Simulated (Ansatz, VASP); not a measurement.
In in VASP and in Ansatz

```
CELL_PARAMETERS angstrom
-1.90948 1.90948 1.90948
1.90948 -1.90948 1.90948
1.90948 1.90948 -1.90948
ATOMIC_POSITIONS crystal
In 0.00000 0.00000 0.00000
```

Alike in both runs: functional PBE; k mesh 16 × 16 × 16; occupations fermi-dirac, width 0.08 eV; no spin polarisation.

Ansatz relaxed the structure, and its values are those at the end. VASP's run is a single point on that final structure, the one shown.

|  | VASP | Ansatz |
| --- | --- | --- |
| version | VASP 6.6.1 | Ansatz 0.2.0 |
| potentials or method | VASP PAW PBE potentials, release 64 (In_d) | PAW with Ansatz's default frozen-core files, scalar-relativistic |
| plane-wave cutoff (eV) | 520 | 420 |
| valence electrons in the cell | 13 | 13 |

```tsv
	VASP	Ansatz	Ansatz less VASP
pressure (GPa)	0.0	0.0	+0.04
```
